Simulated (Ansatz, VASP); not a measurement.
## TaVN2: VASP beside Ansatz

```xyz
4
Lattice="3.0086 0.0000 0.0000 0.0000 3.0086 0.0000 0.0000 0.0000 4.2380" Properties=species:S:1:pos:R:3 pbc="T T T"
Ta    0.0000    0.0000    0.0000
V     1.5043    1.5043    2.1190
N     1.5043    1.5043    0.0000
N     0.0000    0.0000    2.1190
```

Change from the starting cell: volume scaled by 0.96.

Alike in both runs: task single point; functional PBEsol; k mesh 9 × 9 × 6; occupations fermi-dirac, width 0.05 eV; collinear spin.

```csv
,VASP,Ansatz
version,VASP 6.6.1,Ansatz 0.2.0
potentials or method,"VASP PAW PBE potentials, release 64 (Ta_pv, V_sv, N), cutoff 520 eV","all-electron LAPW, scalar-relativistic"
```

VASP gave:

| Item | Value |
| --- | --- |
| gap on the k mesh at the Fermi level (eV) | none |
| pressure (GPa) | 2.2 |
| traceless stress, the component that is largest in VASP (GPa) | -1.34 |
| net moment per atom (μB) | 0.15 |
| size of the moment on the site where the two differ most (μB) | 0.59 |

**Question.** What did Ansatz give for the same quantities?

**Answer.** gap on the k mesh at the Fermi level (eV): none; pressure (GPa): 1.1; traceless stress, the component that is largest in VASP (GPa): -1.32; net moment per atom (μB): 0.16; size of the moment on the site where the two differ most (μB): 0.60.

VASP's potentials were made for PBE, not for PBEsol. Site moments also hang on the region over which each program counts them. A gap of «none» marks a metal or a gap that the smearing closes. Ansatz ran all-electron here, and VASP with PAW potentials.

Neither program's run includes spin-orbit coupling.
